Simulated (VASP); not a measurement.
Set up this calculation in VASP 6.6.1, as the native input.

| Quantity | Value |
| --- | --- |
| Task | single point |
| Functional | PBEsol |
| Potentials or basis | VASP PAW PBE potentials, release 64 (Si, C) |
| Cutoff | 520 eV |
| k mesh | 10 × 10 × 10 |
| Occupations | fermi-dirac, width 0.05 eV |
| Spin | no spin polarisation |
| Dipole correction | no |
| Further INCAR settings | ALGO = Normal; EDIFF = 1e-06; NBANDS = 11 |

The structure of SiC (Moissanite 3C) lies in POSCAR:

```
SiC
1.0
    0.0000000000      2.2076743409      2.2076743409
    2.2076743409      0.0000000000      2.2076743409
    2.2076743409      2.2076743409      0.0000000000
Si C
1 1
Direct
    0.0000000000      0.0000000000      0.0000000000
    0.7500000000      0.7500000000      0.7500000000
```

One way to write it, as run:

INCAR

```
PREC     = Accurate       # precision mode
ENCUT    = 520            # plane-wave cutoff, eV
EDIFF    = 1E-6           # SCF threshold, eV
ISMEAR   = -1             # smearing method
SIGMA    = 0.05           # smearing width, eV
LREAL    = False          # projectors in reciprocal space
LASPH    = True           # aspherical terms in the spheres
NELM     = 100            # most SCF steps
ALGO     = Normal         # electronic algorithm
ISIF     = 2              # what is computed and relaxed
LWAVE    = False          # write WAVECAR
LCHARG   = False          # write CHGCAR
GGA      = PS             # functional
NBANDS   = 11             # bands
```

KPOINTS

```
Automatic mesh
0
Gamma
  10 10 10
```

Potentials or basis: VASP PAW PBE potentials, release 64 (Si, C).

Command:

```sh
$ cat potpaw_PBE.64/Si/POTCAR potpaw_PBE.64/C/POTCAR > POTCAR
$ mpirun -np 1 vasp_std > vasp.out
```

It gave:

```yaml
Pressure: -7.9 GPa
Band_gap_on_the_k_mesh: 1.27 eV, indirect (least direct gap 4.40 eV)
```

Caveat: the PAW data sets were made with another functional, which shifts forces and pressure a little.

Wall time 4.7 s on 1 thread of Intel(R) Xeon(R) Platinum 8488C (Sapphire Rapids), on a shared host, peak memory 0.13 GiB.
